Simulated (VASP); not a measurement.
Write the native input for VASP 6.6.1 that does the following.

* Task: single point
* Functional: PBE
* Potentials or basis: VASP PAW PBE potentials, release 64 (I)
* Cutoff: 520 eV
* k mesh: 37 × 37 × 37
* Occupations: fermi-dirac, width 0.0612256 eV
* Spin: no spin polarisation
* Dipole correction: no
* Further INCAR settings: ALGO = Normal; EDIFF = 1e-06; NBANDS = 10

The structure of I lies in POSCAR:

```
I
1.0
   -2.0372736311      2.0372736311      2.0372736311
    2.0372736311     -2.0372736311      2.0372736311
    2.0372736311      2.0372736311     -2.0372736311
I
1
Direct
    0.0000000000      0.0000000000      0.0000000000
```

The input as run:

INCAR

```
SYSTEM = I
PREC = Accurate
ENCUT = 520
EDIFF = 1E-6
ISMEAR = -1
SIGMA = 0.06122561905347299
LREAL = .FALSE.
LASPH = .TRUE.
NELM = 60
ALGO = Normal
ISIF = 2
LWAVE = .FALSE.
LCHARG = .FALSE.
GGA = PE
NBANDS = 10
```

KPOINTS

```
Automatic mesh
0
G
  37 37 37
  0 0 0
```

Potentials or basis: VASP PAW PBE potentials, release 64 (I).

Command:

```console
$ cat potpaw_PBE.64/I/POTCAR > POTCAR
$ mpirun -np 1 vasp_std > vasp.out
```

Results of the run:

```
Pressure : 1.7 GPa
```

Caveat: an odd number of electrons without spin polarisation forces a metal; a magnetic or distorted state may lie lower.

Wall time 3.7 min on 1 thread of Oxide Virtual Turin-like Processor (shared host), peak memory 0.48 GiB.
